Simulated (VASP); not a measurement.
# Ti6C in VASP: a series of runs

Ti6C is run at these levels: PBE; tasks: single point.

Program: VASP 6.6.1. These are calculated values, not measurements. Logs are shortened: lines on timing, memory, paths and dates and some standing lists are left out, and cuts for length are marked.

## 1. The cell of the first run

The cell holds a slab with vacuum, 7 atoms: a = 2.832 Å, b = 4.579 Å, c = 22.051 Å, α = 90.00°, β = 90.00°, γ = 90.00°.

## 2. Single point, PBE

INCAR reads:

```
SYSTEM = Ti6C
ALGO = Normal
DIPOL = 0.5 0.5 0.357
EDIFF = 1E-6
ENCUT = 520
GGA = PE
IDIPOL = 3
ISIF = 2
ISMEAR = 0
LASPH = .TRUE.
LCHARG = .FALSE.
LDIPOL = .TRUE.
LREAL = .FALSE.
LWAVE = .FALSE.
NBANDS = 47
NELM = 80
PREC = Accurate
SIGMA = 0.1
```

KPOINTS reads:

```
k-points
0
G
  9 6 1
  0 0 0
```

POSCAR reads:

```
Ti6C
1.0
    2.8319727860      0.0000000000      0.0000000000
    0.0000000000      4.5793473380      0.0000000000
    0.0000000000      0.0000000000     22.0506909065
Ti C
6 1
Direct
    0.5000000000      0.0000000000      0.1814002118
    0.0000000000      0.5000000000      0.2413504290
    0.5000000000      0.0000000000      0.3013006462
    0.5000000000      0.5000000000      0.3625816208
    0.0000000000      0.0000000000      0.4208167734
    0.5000000000      0.5000000000      0.4784743912
    0.6666666667      0.8000000000      0.5155651211
```

Potentials or basis: VASP PAW PBE potentials, release 64 (Ti_sv, C).

The run is started by

```console
$ cat potpaw_PBE.64/Ti_sv/POTCAR potpaw_PBE.64/C/POTCAR > POTCAR
$ mpirun -np 1 vasp_std > vasp.out
```

OUTCAR:

```text
SYSTEM = Ti6C
   EDIFF = 1E-6
   ENCUT = 520
   GGA = PE
   ISIF = 2
   ISMEAR = 0
   LASPH = .TRUE.
   LREAL = .FALSE.
   NELM = 80
   PREC = Accurate

 ion  position               nearest neighbor table
   1  0.500  0.000  0.181-   3 2.64
   2  0.000  0.500  0.241-
   3  0.500  0.000  0.301-   1 2.64   4 2.66   4 2.66
   4  0.500  0.500  0.363-   6 2.56   3 2.66   3 2.66
   5  0.000  0.000  0.421-   7 2.47
   6  0.500  0.500  0.478-   7 1.67   4 2.56
   7  0.667  0.800  0.516-   6 1.67   5 2.47

  LATTYP: Found a simple orthorhombic cell.
 ALAT       =     2.8319727860
 B/A-ratio  =     1.6170167173
 C/A-ratio  =     7.7863357358

  Lattice vectors:

 A1 = (   2.8319727860,   0.0000000000,   0.0000000000)
 A2 = (   0.0000000000,   4.5793473380,   0.0000000000)
 A3 = (   0.0000000000,   0.0000000000,  22.0506909065)

Analysis of symmetry for initial positions (statically):
=====================================================================
 Subroutine PRICEL returns:
 Original cell was already a primitive cell.

 Routine SETGRP: Setting up the symmetry group for a
 simple orthorhombic supercell.

 Subroutine GETGRP returns: Found  1 space group operations
 (whereof  1 operations were pure point group operations)
 out of a pool of  8 trial point group operations.

The static configuration has the point symmetry C_1 .

Analysis of symmetry for dynamics (positions and initial velocities):
=====================================================================
 Subroutine PRICEL returns:
 Original cell was already a primitive cell.

 Routine SETGRP: Setting up the symmetry group for a
 simple orthorhombic supercell.

 Subroutine GETGRP returns: Found  1 space group operations
 (whereof  1 operations were pure point group operations)
 out of a pool of  8 trial point group operations.

The dynamic configuration has the point symmetry C_1 .

 Subroutine INISYM returns: Found  1 space group operations
 (whereof  1 operations are pure point group operations),
 and found     1 'primitive' translations

----------------------------------------------------------------------------------------

                                     Primitive cell

  volume of cell :     285.9663

  direct lattice vectors                    reciprocal lattice vectors
     2.831972786  0.000000000  0.000000000     0.353110738  0.000000000  0.000000000
     0.000000000  4.579347338  0.000000000     0.000000000  0.218371730  0.000000000
     0.000000000  0.000000000 22.050690907     0.000000000  0.000000000  0.045350053

  length of vectors
     2.831972786  4.579347338 22.050690907     0.353110738  0.218371730  0.045350053

  position of ions in fractional coordinates (direct lattice)
     0.500000000  0.000000000  0.181400212
     0.000000000  0.500000000  0.241350429
     0.500000000  0.000000000  0.301300646
     0.500000000  0.500000000  0.362581621
     0.000000000  0.000000000  0.420816773
     0.500000000  0.500000000  0.478474391
     0.666666667  0.800000000  0.515565121

  ion indices of the primitive-cell ions
   primitive index   ion index
                 1           1
                 2           2
                 3           3
                 4           4
                 5           5
                 6           6
                 7           7

----------------------------------------------------------------------------------------

 KPOINTS: k-points

Automatic generation of k-mesh.
 Grid dimensions read from file:
 generate k-points for:    9    6    1

 Generating k-lattice:

  Cartesian coordinates                     Fractional coordinates (reciprocal lattice)
     0.039234526  0.000000000  0.000000000     0.111111111  0.000000000  0.000000000
     0.000000000  0.036395288  0.000000000     0.000000000  0.166666667  0.000000000
     0.000000000  0.000000000  0.045350053     0.000000000  0.000000000  1.000000000

  Length of vectors
     0.039234526  0.036395288  0.045350053

  Shift w.r.t. Gamma in fractional coordinates (k-lattice)
     0.000000000  0.000000000  0.000000000

 Subroutine IBZKPT returns following result:
 ===========================================

 Found     28 irreducible k-points:

 Following reciprocal coordinates:
            Coordinates               Weight
  0.000000  0.000000  0.000000      1.000000
  0.111111  0.000000  0.000000      2.000000
  0.222222  0.000000  0.000000      2.000000
  0.333333  0.000000  0.000000      2.000000
  0.444444  0.000000  0.000000      2.000000
  0.000000  0.166667  0.000000      2.000000
[... 16 lines left out ...]
  0.444444 -0.333333  0.000000      2.000000
  0.000000  0.500000  0.000000      1.000000
 [... further k-points ...]
   k-points           NKPTS =     28   k-points in BZ     NKDIM =     28   number of bands    NBANDS=     47
   number of dos      NEDOS =    301   number of ions     NIONS =      7
   total plane-waves  NPLWV = 145152
   dimension x,y,z NGX =    24 NGY =   36 NGZ =  168
   dimension x,y,z NGXF=    48 NGYF=   72 NGZF=  336
   ions per type =               6   1
   NGX,Y,Z   is equivalent  to a cutoff of  14.09, 13.07, 12.67 a.u.
   NGXF,Y,Z  is equivalent  to a cutoff of  28.18, 26.14, 25.33 a.u.
 SYSTEM =  Ti6C
   PREC   = accura    normal or accurate (medium, high low for compatibility)
   ISTART =      0    job   : 0-new  1-cont  2-samecut
   ICHARG =      2    charge: 1-file 2-atom 10-const
   ISPIN  =      1    spin polarized calculation?
   LNONCOLLINEAR =      F non collinear calculations
   LSORBIT =      F    spin-orbit coupling
   LASPH  =      T    aspherical Exc in radial PAW
   ENCUT  =  520.0 eV  38.22 Ry    6.18 a.u.   5.27  8.51 41.00*2*pi/ulx,y,z
   NELM   =     80;   NELMIN=  2; NELMDL= -5     # of ELM steps
   EDIFF  = 0.1E-05   stopping-criterion for ELM
   LREAL  =      F    real-space projection
[... 7 lines left out ...]
   TEBEG  =    0.0;   TEEND  =   0.0 temperature during run
   PSTRESS=    0.0 pullay stress
   NELECT =      76.0000    total number of electrons
   NUPDOWN=      -1.0000    fix difference up-down
   EMIN   =  10.00;   EMAX   =-10.00  energy-range for DOS
   EFERMI =   0.00;   METHOD = LEGACY
   ISMEAR =     0;   SIGMA  =   0.10  broadening in eV -4-tet -1-fermi 0-gaus
   EFERMI_NEDOS =   21; number of points for ismear=-14 and -15
   IALGO  =     38    algorithm
   IMIX   =      4    mixing-type and parameters
     AMIX     =   0.40;   BMIX     =  1.00
     AMIX_MAG =   1.60;   BMIX_MAG =  1.00
  volume/ion in A,a.u.               =      40.85       275.69
  Fermi-wavevector in a.u.,A,eV,Ry     =   1.052546  1.989023 15.073256  1.107853
  Thomas-Fermi vector in A             =   2.187633
   LORBIT       =      0    0 simple, 1 ext, 2 COOP (PROOUT), +10 PAW based schemes
   GGA     = PE    functional components
   LHFCALC =     F    Hartree Fock is set to
   AEXX    =    0.0000 exact exchange contribution
   IVDW    =     0    specifies the selected vdW correction
   LEPSILON=     F    determine dielectric tensor
   LRPA    =     F    only Hartree local field effects (RPA)
 non-spin polarized calculation
 Gauss-broadening in eV      SIGMA  =   0.10
  energy-cutoff  :      520.00
  volume of cell :      285.97
 maximum number of plane-waves:      7748
 NGX is ok and might be reduce to    24
   NGX = 11   NGY = 17   NGZ = 81

 dipolmoment           0.000000      0.000000     -0.003459 electrons x Angstroem

 number of electron      76.0000000 magnetization

 dipolmoment           0.000000      0.000000      0.174867 electrons x Angstroem

 Free energy of the ion-electron system (eV)
  ---------------------------------------------------
  ext. energy  EPLUGINS =         0.00000000
  ---------------------------------------------------
  free energy    TOTEN  =       -50.15006378 eV

  energy without entropy =      -50.10729544  energy(sigma->0) =      -50.12867961

 E-fermi :   0.3597     XC(G=0):  -5.3734

 val. band max:        0.3438993521   @ k =   0.0000   0.3333   0.0000
 cond. band min:       0.3608742995   @ k =   0.2222   0.3333   0.0000
 fundamental gap:      0.0169749473
 Fermi energy:         0.3596673424

 k-point     1 :       0.0000    0.0000    0.0000
  band No.  band energies     occupation
      1     -56.5963      2.00000
      2     -56.5663      2.00000
      3     -56.4887      2.00000
      4     -56.2520      2.00000
      5     -56.1257      2.00000
      6     -55.7188      2.00000
[... 39 lines left out ...]
     46       1.8697      0.00000
     47       2.0209      0.00000

 k-point     2 :       0.1111    0.0000    0.0000
  band No.  band energies     occupation
      1     -56.5891      2.00000
      2     -56.5595      2.00000
      3     -56.4831      2.00000
      4     -56.2462      2.00000
      5     -56.1196      2.00000
      6     -55.7123      2.00000
[... 39 lines left out ...]
     46       1.7258      0.00000
     47       1.8816      0.00000

 k-point     3 :       0.2222    0.0000    0.0000
  band No.  band energies     occupation
      1     -56.5706      2.00000
      2     -56.5424      2.00000
      3     -56.4689      2.00000
      4     -56.2314      2.00000
      5     -56.1042      2.00000
      6     -55.6959      2.00000
[... 39 lines left out ...]
     46       1.7241      0.00000
     47       1.9014      0.00000

 k-point     4 :       0.3333    0.0000    0.0000
  band No.  band energies     occupation
      1     -56.5494      2.00000
      2     -56.5228      2.00000
      3     -56.4528      2.00000
      4     -56.2146      2.00000
      5     -56.0865      2.00000
      6     -55.6772      2.00000
[... 939 lines left out ...]
     46       1.7068      0.00000
     47       1.8999      0.00000

 k-point    23 :       0.4444   -0.3333    0.0000
  band No.  band energies     occupation
      1     -56.5352      2.00000
      2     -56.5098      2.00000
      3     -56.4424      2.00000
      4     -56.1840      2.00000
      5     -56.0950      2.00000
      6     -55.6649      2.00000
[... 39 lines left out ...]
     46       1.7277      0.00000
     47       1.9052      0.00000

 k-point    24 :       0.0000    0.5000    0.0000
  band No.  band energies     occupation
      1     -56.5874      2.00000
      2     -56.5625      2.00000
      3     -56.4948      2.00000
      4     -56.2273      2.00000
      5     -56.1568      2.00000
      6     -55.7198      2.00000
[... 39 lines left out ...]
     46       1.6996      0.00000
     47       1.8100      0.00000

 [... further k-points ...]

------------------------ aborting loop because EDIFF is reached ----------------------------------------

 vacuum level on the upper side and lower side of the slab       (xc-potential included)         1.186        -1.196

  FORCE on cell =-STRESS in cart. coord.  units (eV):
  Direction    XX          YY          ZZ          XY          YZ          ZX
  --------------------------------------------------------------------------------------
  -------------------------------------------------------------------------------------
  Total       -1.2852666      0.2436704     -0.7727267      3.2601853      6.1602082      2.5538792
  in kB       -7.2009356      1.3652071     -4.3293394     18.2657708     34.5136674     14.3085649
  external PRESSURE =      -3.3883560 kB  Pullay stress =       0.0000000 kB

 VOLUME and BASIS-vectors are now :
 -----------------------------------------------------------------------------
  energy-cutoff  :      520.00
  volume of cell :      285.97
      direct lattice vectors                 reciprocal lattice vectors
     2.831972786  0.000000000  0.000000000     0.353110738  0.000000000  0.000000000
     0.000000000  4.579347338  0.000000000     0.000000000  0.218371730  0.000000000
     0.000000000  0.000000000 22.050690907     0.000000000  0.000000000  0.045350053

 POSITION                                       TOTAL-FORCE (eV/Angst)
 -----------------------------------------------------------------------------------
      1.41599      0.00000      4.00000        -0.000941      0.021676      0.323623
      0.00000      2.28967      5.32194         0.030506     -0.005160      0.005010
      1.41599      0.00000      6.64389        -0.018281     -0.098253     -0.211456
      1.41599      2.28967      7.99518        -0.102875     -0.081542     -0.806866
      0.00000      0.00000      9.27930        -0.005922     -1.119469      1.229203
      1.41599      2.28967     10.55069        -2.794583     -3.925801     -0.630266
      1.88798      3.66348     11.36857         2.892096      5.208549      0.090752
 -----------------------------------------------------------------------------------
    total drift:                               -0.000050     -0.000040      0.000153

  FREE ENERGIE OF THE ION-ELECTRON SYSTEM (eV)
  ---------------------------------------------------
  free  energy   TOTEN  =       -50.1500637828 eV

  energy  without entropy=      -50.1072954430  energy(sigma->0) =      -50.12867961

 vacuum level on the upper side and lower side of the slab         6.195         3.686
```

Run time: 20 min. Hardware: 1 thread of Intel Xeon 8259CL, shared host; peak memory 0.53 GiB.

What came out:

```yaml
Free_energy: -50.1501 eV
Largest_force: 5.958 eV/Å
Band_gap_on_the_k_mesh: zero (bands 38 and 39 overlap by 0.08 eV)
```

Forces on the atoms (eV/Å):
```
Ti  -0.001  0.022  0.324
Ti   0.031 -0.005  0.005
Ti  -0.018 -0.098 -0.211
Ti  -0.103 -0.082 -0.807
Ti  -0.006 -1.119  1.229
Ti  -2.795 -3.926 -0.630
C    2.892  5.209  0.091
```

Levels at points of the mesh, in eV from the Fermi level:
| k point | band 35 | band 36 | band 37 | band 38 | band 39 | band 40 | band 41 | band 42 |
| --- | --- | --- | --- | --- | --- | --- | --- | --- |
| (0.00, 0.00, 0.00) | -0.66 | -0.39 | -0.31 | -0.08 | 0.20 | 0.26 | 0.32 | 0.60 |
| (0.00, 0.50, 0.00) | -0.47 | -0.29 | -0.27 | -0.15 | 0.08 | 0.28 | 0.34 | 0.50 |

## 3. Single point, PBE

INCAR reads:

```
SYSTEM = Ti6C
PREC     = Accurate       ! precision mode
ENCUT    = 520            ! plane-wave cutoff, eV
EDIFF    = 1E-6           ! SCF threshold, eV
ISMEAR   = 0              ! smearing method
SIGMA    = 0.1            ! smearing width, eV
LREAL    = .FALSE.        ! projectors in reciprocal space
LASPH    = .TRUE.         ! aspherical terms in the spheres
NELM     = 100            ! most SCF steps
ALGO     = Normal         ! electronic algorithm
ISIF     = 2              ! what is computed and relaxed
LWAVE    = .FALSE.        ! write WAVECAR
LCHARG   = .FALSE.        ! write CHGCAR
LDIPOL   = .TRUE.       
IDIPOL   = 3            
DIPOL    = 0.5 0.5 0.361
GGA      = PE             ! functional
NBANDS   = 47             ! bands
```

KPOINTS reads:

```
Automatic mesh
0
G
  9 6 1
  0 0 0
```

POSCAR: that of step 2 with these lines changed.

```diff
@@ -14,2 +14,2 @@
     0.5000000000      0.5000000000      0.4784743912
-    0.6666666667      0.8000000000      0.5155651211
+    0.6666666667      0.7000000000      0.5439164691
```

Potentials or basis: VASP PAW PBE potentials, release 64 (Ti_sv, C).

The run is started by

```console
$ cat potpaw_PBE.64/Ti_sv/POTCAR potpaw_PBE.64/C/POTCAR > POTCAR
$ mpirun -np 1 vasp_std > vasp.out
```

Run time: 17 min. Hardware: 1 thread of AMD EPYC 9R14 (Zen 4), shared host; peak memory 0.49 GiB.

Results (log left out):

| Item | Value |
| --- | --- |
| Free energy | -48.9093 eV |
| Largest force | 2.228 eV/Å |
| Band gap on the k mesh | zero (bands 38 and 39 overlap by 0.10 eV) |

Forces in eV/Å, atoms in the order of the input:
```
Ti   0.012  0.025  0.371
Ti   0.027 -0.035 -0.065
Ti  -0.020  0.023 -0.289
Ti  -0.195  0.041 -0.109
Ti   0.064 -0.638  0.167
Ti  -1.647 -0.783 -0.141
C    1.759  1.366  0.066
```

Levels at points of the mesh, in eV from the Fermi level:
| k point | band 36 | band 37 | band 38 | band 39 | band 40 | band 41 |
| --- | --- | --- | --- | --- | --- | --- |
| (0.00, 0.00, 0.00) | -0.28 | -0.21 | -0.10 | 0.21 | 0.24 | 0.47 |
| (0.00, 0.50, 0.00) | -0.27 | -0.27 | 0.00 | 0.23 | 0.31 | 0.34 |
